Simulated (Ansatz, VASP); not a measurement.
# InAs3 in VASP and in Ansatz

The input INCAR:

```
PREC = Accurate
ENCUT = 600
EDIFF = 1E-6
ISMEAR = 0
SIGMA = 0.1
LREAL = False
LASPH = True
NELM = 80
ALGO = Normal
ISIF = 3
LWAVE = False
LCHARG = False
GGA = PE
IBRION = 2
NSW = 100
EDIFFG = -0.01
```

The input KPOINTS:

```
regular mesh
0
Gamma
  18 18 4
```

The input POSCAR:

```
InAs3
1.0
    2.9944999868      0.0000000000      0.0000000000
   -1.4972499934      2.5933130602      0.0000000000
    0.0000000000      0.0000000000     11.1734064525
In As
1 3
Direct
    0.0000000000      0.0000000000      0.5000000000
    0.0000000000      0.0000000000      0.7608646755
    0.0000000000      0.0000000000      0.2391353245
    0.0000000000      0.0000000000      0.0000000000
```

Input for Ansatz:

```yaml
crystal:
  lattice:
    - [2.9944999868, 0.0, 0.0]
    - [-1.4972499934, 2.5933130602, 0.0]
    - [0.0, 0.0, 11.1734064525]
  atoms:
    - { symbol: In, position: [0.0, 0.0, 0.5] }
    - { symbol: As, position: [0.0, 0.0, 0.7608646755] }
    - { symbol: As, position: [0.0, 0.0, 0.2391353245] }
    - { symbol: As, position: [0.0, 0.0, 0.0] }
basis:
  ecutwfc: 420
kpoints:
  mp_grid: { grid: [18, 18, 4] }
hamiltonian:
  xc: pbe
scf:
  occupations: { method: gaussian, width: 0.1 }
output:
  forces: true
  stress: true
  eigenvalues: true
  write_density: true
  write_potential: true
  elf: true
  volumetric_format: npy
relax:
  adjacent_minimum: "off"
  f_tol: 0.01
  max_steps: 80
  cell: { stress_tol: 0.05 }
```

Alike in both runs: task relaxation of cell and atoms; functional PBE; k mesh 18 × 18 × 4; occupations gaussian, width 0.1 eV; no spin polarisation.

|  | VASP | Ansatz |
| --- | --- | --- |
| version | VASP 6.6.1 | Ansatz 0.2.0 |
| potentials or method | VASP PAW PBE potentials, release 64 (In_d, As), cutoff 600 eV | scalar-relativistic, plane waves, PAW |
| valence electrons in the cell | 28 | 58 |

```csv
,VASP,Ansatz,Ansatz less VASP
"gap on the k mesh at the Fermi level, each at its own relaxed structure (eV)",none,none,-
relaxed volume (Å³/atom),21.70,21.68,-0.021
relaxed cell length with the largest relative difference (Å),11.299,11.293,-0.0058
```

A gap of «none» marks a metal or a gap that the smearing closes. VASP's potentials hold 28 valence electrons a cell and Ansatz's 58, so a difference there can come from the potentials and not from the codes.

Noted on VASP's run: too few bands were computed for a metal, which touches its energy and stress.
